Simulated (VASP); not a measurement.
Input of a VASP 6.6.1 run:

INCAR

```
  PREC = Accurate
  ENCUT = 500
  EDIFF = 1E-6
  ISMEAR = 0
  SIGMA = 0.05
  LREAL = F
  LASPH = T
  NELM = 200
  ALGO = Normal
  ISIF = 2
  LWAVE = F
  LCHARG = F
  MAGMOM = 0 0 0 0 0 0
  LORBIT = 11
  LSORBIT = T
  GGA_COMPAT = F
  LORBMOM = T
  GGA = PE
  NBANDS = 33
```

The input KPOINTS:

```
Automatic mesh
0
Gamma
  10 10 8
```

The input POSCAR:

```
BiTe
1.0
    4.1497576262      0.0000000000      0.0000000000
   -2.0748788131      3.5937955239      0.0000000000
    0.0000000000      0.0000000000      4.4405072890
Bi Te
1 1
Direct
    0.0000000000      0.0000000000      0.0000000000
    0.6666666667      0.3333333333      0.5000000000
```

Potentials or basis: VASP PAW PBE potentials, release 64 (Bi_d, Te).

Run with:

```bash
$ cat potpaw_PBE.64/Bi_d/POTCAR potpaw_PBE.64/Te/POTCAR > POTCAR
$ mpirun -np 1 vasp_ncl > vasp.out
```

(1) Predict the net moment.

(2) What does it give for the pressure?

Answers

(1) 0.00 μB per cell.

(2) 1.0 GPa.
